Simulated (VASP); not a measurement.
Runs of VASP 6.6.1 on SH2. The cell holds a molecule in a box, 3 atoms: a = 12.326 Å, b = 12.826 Å, c = 13.326 Å, α = 90.00°, β = 90.00°, γ = 90.00°. 

| level | gap on the mesh (eV) | largest force (eV/Å) |
| --- | --- | --- |
| revPBE+D3(BJ) | 5.31 | 0.08 |
| PBE+D4 | 5.37 | 0.09 |
| PBE+D3(BJ) | 5.37 | 0.09 |
| RPBE | (a) | 0.08 |

Alike in all rows: task single point; potentials or basis VASP PAW PBE potentials, release 64 (S, H_h); no spin polarisation; cell as given; k mesh 1 × 1 × 1; cutoff (eV) 1000; smearing gaussian 0.005 eV.

Q: Fill in the values left out.

A: (a) 5.29.

Caveats: the PAW data sets were made with another functional, which shifts forces and pressure a little (at least some runs).

